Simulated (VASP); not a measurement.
A run of VASP 6.6.1 is set up as follows.

INCAR

```
SYSTEM = CO2
PREC     = Accurate       ! precision mode
ENCUT    = 520            ! plane-wave cutoff, eV
EDIFF    = 1E-6           ! SCF threshold, eV
ISMEAR   = 0              ! smearing method
SIGMA    = 0.02           ! smearing width, eV
LREAL    = .FALSE.        ! projectors in reciprocal space
LASPH    = .TRUE.         ! aspherical terms in the spheres
NELM     = 60             ! most SCF steps
ALGO     = Normal         ! electronic algorithm
ISIF     = 2              ! what is computed and relaxed
LWAVE    = .FALSE.        ! write WAVECAR
LCHARG   = .FALSE.        ! write CHGCAR
GGA      = PE             ! functional
IVDW     = 12             ! dispersion correction
IBRION   = 2              ! ionic algorithm
NSW      = 50             ! ionic steps
EDIFFG   = -0.01          ! ionic threshold
```

Contents of KPOINTS:

```
Automatic mesh
0
G
  4 4 4
  0 0 0
```

Contents of POSCAR:

```
CO2
1.0
    5.6555040942      0.0000000000      0.0000000000
    0.0000000000      5.6555040942      0.0000000000
    0.0000000000      0.0000000000      5.6555040942
C O
4 8
Direct
    0.0000000000      0.0000000000      0.0000000000
    0.5000000000      0.0000000000      0.5000000000
    0.5000000000      0.5000000000      0.0000000000
    0.0000000000      0.5000000000      0.5000000000
    0.1181218480      0.1181218480      0.1181218480
    0.3818781520      0.8818781520      0.6181218480
    0.6181218480      0.3818781520      0.8818781520
    0.8818781520      0.6181218480      0.3818781520
    0.8818781520      0.8818781520      0.8818781520
    0.6181218480      0.1181218480      0.3818781520
    0.3818781520      0.6181218480      0.1181218480
    0.1181218480      0.3818781520      0.6181218480
```

Potentials or basis: VASP PAW PBE potentials, release 64 (C, O).

Run with:

```bash
$ cat potpaw_PBE.64/C/POTCAR potpaw_PBE.64/O/POTCAR > POTCAR
$ mpirun -np 1 vasp_std > vasp.out
```

(1) Predict the dispersion energy per atom.

(2) What does it give for the band gap on the k mesh?

(3) Estimate the energy gained by relaxing.

## Answers

(1) -0.068 eV.

(2) 6.70 eV, direct.

(3) 11.1 meV/atom.
